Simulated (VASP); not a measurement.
# InSe (P6_3/mmc) in VASP: notebook

Aim: see how the results for InSe move with the level of theory and the settings. Levels: PBE+D4, PBE+D3(BJ), r2SCAN+rVV10. Tasks: single point.

All numbers are computed with VASP 6.6.1; they aren't measurements. Logs are shortened: lines on timing, memory, paths and dates and some standing lists are left out, and cuts for length are marked.

## 1. The cell of the first run

Symmetry: P6_3/mmc, No. 194, hexagonal system. The conventional cell has a = 4.031 Å, b = 4.031 Å, c = 16.720 Å, α = 90.00°, β = 90.00°, γ = 120.00°. In (site symmetry 3m) has 3 Se at 2.66 Å and 1 In at 2.79 Å within 3.5 Å. Within 3.5 Å of Se (site symmetry 3m) lie 3 In at 2.66 Å.

## 2. Single point, PBE+D4

Contents of INCAR:

```
PREC     = Accurate       # precision mode
ENCUT    = 520            # plane-wave cutoff, eV
EDIFF    = 1E-6           # SCF threshold, eV
ISMEAR   = -1             # smearing method
SIGMA    = 0.02           # smearing width, eV
LREAL    = F              # projectors in reciprocal space
LASPH    = T              # aspherical terms in the spheres
NELM     = 100            # most SCF steps
ALGO     = Normal         # electronic algorithm
ISIF     = 2              # what is computed and relaxed
LWAVE    = F              # write WAVECAR
LCHARG   = F              # write CHGCAR
GGA      = PE             # functional
IVDW     = 13             # dispersion correction
NBANDS   = 48             # bands
```

Contents of KPOINTS:

```
Automatic mesh
0
Gamma
  6 6 2
```

Contents of POSCAR:

```
InSe
1.0
    4.0305461006      0.0000000000      0.0000000000
   -2.0152730503      3.4905553142      0.0000000000
    0.0000000000      0.0000000000     16.7197868090
In Se
4 4
Direct
    0.3333333333      0.6666666667      0.1665072345
    0.6666666667      0.3333333333      0.6665072345
    0.3333333333      0.6666666667      0.3334927655
    0.6666666667      0.3333333333      0.8334927655
    0.3333333333      0.6666666667      0.5895272002
    0.6666666667      0.3333333333      0.0895272002
    0.3333333333      0.6666666667      0.9104727998
    0.6666666667      0.3333333333      0.4104727998
```

Potentials or basis: VASP PAW PBE potentials, release 64 (In_d, Se).

Command:

```sh
> cat potpaw_PBE.64/In_d/POTCAR potpaw_PBE.64/Se/POTCAR > POTCAR
> mpirun -np 1 vasp_std > vasp.out
```

OUTCAR:

```text
PREC = Accurate
   ENCUT = 520
   EDIFF = 1E-6
   ISMEAR = -1
   LREAL = F
   LASPH = T
   NELM = 100
   ISIF = 2
   GGA = PE
   IVDW = 13

 ion  position               nearest neighbor table
   1  0.333  0.667  0.167-   6 2.66   6 2.66   6 2.66   3 2.79
   2  0.667  0.333  0.667-   5 2.66   5 2.66   5 2.66   4 2.79
   3  0.333  0.667  0.333-   8 2.66   8 2.66   8 2.66   1 2.79
   4  0.667  0.333  0.833-   7 2.66   7 2.66   7 2.66   2 2.79
   5  0.333  0.667  0.590-   2 2.66   2 2.66   2 2.66
   6  0.667  0.333  0.090-   1 2.66   1 2.66   1 2.66
   7  0.333  0.667  0.910-   4 2.66   4 2.66   4 2.66
   8  0.667  0.333  0.410-   3 2.66   3 2.66   3 2.66

  LATTYP: Found a hexagonal cell.
 ALAT       =     4.0305461006
 C/A-ratio  =     4.1482683467

  Lattice vectors:

 A1 = (   4.0305461006,   0.0000000000,   0.0000000000)
 A2 = (  -2.0152730503,   3.4905553142,   0.0000000000)
 A3 = (   0.0000000000,   0.0000000000,  16.7197868090)

Analysis of symmetry for initial positions (statically):
=====================================================================
 Subroutine PRICEL returns:
 Original cell was already a primitive cell.

 Routine SETGRP: Setting up the symmetry group for a
 hexagonal supercell.

 Subroutine GETGRP returns: Found 24 space group operations
 (whereof 12 operations were pure point group operations)
 out of a pool of 24 trial point group operations.

The static configuration has the point symmetry D_3d.
 The point group associated with its full space group is D_6h.

Analysis of symmetry for dynamics (positions and initial velocities):
=====================================================================
 Subroutine PRICEL returns:
 Original cell was already a primitive cell.

 Routine SETGRP: Setting up the symmetry group for a
 hexagonal supercell.

 Subroutine GETGRP returns: Found 24 space group operations
 (whereof 12 operations were pure point group operations)
 out of a pool of 24 trial point group operations.

The dynamic configuration has the point symmetry D_3d.
 The point group associated with its full space group is D_6h.

 Subroutine INISYM returns: Found 24 space group operations
 (whereof 12 operations are pure point group operations),
 and found     1 'primitive' translations

----------------------------------------------------------------------------------------

                                     Primitive cell

[... 95 lines left out ...]
   IBRION =     -1    ionic relax: 0-MD 1-quasi-New 2-CG
   NFREE  =      0    steps in history (QN), initial steepest desc. (CG)
   ISIF   =      2    stress and relaxation
   ISYM   =      2    0-nonsym 1-usesym 2-fastsym
   POTIM  = 0.5000    time-step for ionic-motion
   TEBEG  =    0.0;   TEEND  =   0.0 temperature during run
   PSTRESS=    0.0 pullay stress
   NELECT =      76.0000    total number of electrons
   NUPDOWN=      -1.0000    fix difference up-down
   EMIN   =  10.00;   EMAX   =-10.00  energy-range for DOS
   EFERMI =   0.00;   METHOD = LEGACY
   ISMEAR =    -1;   SIGMA  =   0.02  broadening in eV -4-tet -1-fermi 0-gaus
   EFERMI_NEDOS =   21; number of points for ismear=-14 and -15
   IALGO  =     38    algorithm
   IMIX   =      4    mixing-type and parameters
     AMIX     =   0.40;   BMIX     =  1.00
     AMIX_MAG =   1.60;   BMIX_MAG =  1.00
  volume/ion in A,a.u.               =      29.40       198.42
  Fermi-wavevector in a.u.,A,eV,Ry     =   1.123353  2.122830 17.169495  1.261922
  Thomas-Fermi vector in A             =   2.260019
   LORBIT       =      0    0 simple, 1 ext, 2 COOP (PROOUT), +10 PAW based schemes
   GGA     = PE    functional components
   LHFCALC =     F    Hartree Fock is set to
   AEXX    =    0.0000 exact exchange contribution
   IVDW    =    13    specifies the selected vdW correction
   LEPSILON=     F    determine dielectric tensor
   LRPA    =     F    only Hartree local field effects (RPA)
 non-spin polarized calculation
  energy-cutoff  :      520.00
  volume of cell :      235.23
 maximum number of plane-waves:      6372
 NGX is ok and might be reduce to    30
   NGX = 15   NGY = 15   NGZ = 63

 number of electron      76.0000010 magnetization

 Free energy of the ion-electron system (eV)
  ---------------------------------------------------
  ext. energy  EPLUGINS =         0.00000000
  ---------------------------------------------------
  free energy    TOTEN  =       -28.30051610 eV

  energy without entropy =      -28.30051432  energy(sigma->0) =      -28.30051521

 E-fermi :   4.2271     XC(G=0):  -8.8903

 val. band max:        4.0529757601   @ k =   0.0000   0.0000   0.0000
 cond. band min:       4.4012593598   @ k =   0.0000   0.0000   0.0000
 fundamental gap:      0.3482835997
 Fermi energy:         4.2271179371

 k-point     1 :       0.0000    0.0000    0.0000
  band No.  band energies     occupation
      1     -10.7460      2.00000
      2     -10.7452      2.00000
      3     -10.5597      2.00000
      4     -10.5597      2.00000
      5     -10.5593      2.00000
      6     -10.5593      2.00000
[... 703 lines left out ...]
     47       9.6489      0.00000
     48       9.6489      0.00000

------------------------ aborting loop because EDIFF is reached ----------------------------------------

  DFT-D4 for vdW energy calculation

  Edisp (eV):   -2.58653

  FORCE on cell =-STRESS in cart. coord.  units (eV):
  Direction    XX          YY          ZZ          XY          YZ          ZX
  --------------------------------------------------------------------------------------
  -------------------------------------------------------------------------------------
  Total       0.07638     0.07638     0.05000    -0.00000    -0.00000     0.00000
  in kB       0.52025     0.52025     0.34055    -0.00000    -0.00000     0.00000
  external pressure =        0.46 kB  Pullay stress =        0.00 kB

 VOLUME and BASIS-vectors are now :
 -----------------------------------------------------------------------------
  energy-cutoff  :      520.00
  volume of cell :      235.23
      direct lattice vectors                 reciprocal lattice vectors
     4.030546101  0.000000000  0.000000000     0.248105337  0.143243683  0.000000000
    -2.015273050  3.490555314  0.000000000     0.000000000  0.286487367  0.000000000
     0.000000000  0.000000000 16.719786809     0.000000000  0.000000000  0.059809375

 POSITION                                       TOTAL-FORCE (eV/Angst)
 -----------------------------------------------------------------------------------
     -0.00000      2.32704      2.78397         0.000000      0.000000      0.012145
      2.01527      1.16352     11.14386        -0.000000      0.000000      0.012145
     -0.00000      2.32704      5.57593         0.000000     -0.000000     -0.012145
      2.01527      1.16352     13.93582        -0.000000      0.000000     -0.012145
     -0.00000      2.32704      9.85677         0.000000     -0.000000     -0.012442
      2.01527      1.16352      1.49688         0.000000     -0.000000     -0.012442
     -0.00000      2.32704     15.22291        -0.000000      0.000000      0.012442
      2.01527      1.16352      6.86302         0.000000      0.000000      0.012442
 -----------------------------------------------------------------------------------
    total drift:                               -0.000000      0.000000      0.000000

  FREE ENERGIE OF THE ION-ELECTRON SYSTEM (eV)
  ---------------------------------------------------
  free  energy   TOTEN  =       -30.8870491435 eV

  energy  without entropy=      -30.8870473597  energy(sigma->0) =      -30.88704825
```

Wall time 2.5 min (1 thread of Intel Xeon Platinum 8488C (Sapphire Rapids), shared host); peak memory 0.39 GiB.

Results:

```yaml
Free_energy: -30.8870 eV
Pressure: 0.0 GPa
Largest_force: 0.012 eV/Å
Band_gap_on_the_k_mesh: 0.35 eV
Dispersion_energy_per_atom: -0.323 eV
```

Forces in eV/Å, atoms in the order of the input:
```
In   0.000  0.000  0.012
In   0.000  0.000  0.012
In   0.000  0.000 -0.012
In   0.000  0.000 -0.012
Se   0.000  0.000 -0.012
Se   0.000  0.000 -0.012
Se   0.000  0.000  0.012
Se   0.000  0.000  0.012
```

Levels at points of the mesh, in eV from the valence-band top:
| k point | band 36 | band 37 | band 38 | band 39 | band 40 | band 41 |
| --- | --- | --- | --- | --- | --- | --- |
| (0.00, 0.00, 0.00) | -1.10 | -1.10 | 0.00 | 0.35 | 1.74 | 2.12 |
| (0.50, 0.00, 0.00) | -2.07 | -1.98 | -1.35 | 1.10 | 1.19 | 1.92 |
| (0.00, 0.00, 0.50) | -1.13 | -0.93 | -0.93 | 1.22 | 1.22 | 2.13 |
| (0.50, 0.00, 0.50) | -2.05 | -1.72 | -1.72 | 1.45 | 1.45 | 1.58 |

Caveat: spin-orbit coupling is left out, which moves the levels of the heavy elements.

[end of part 1 of 2]
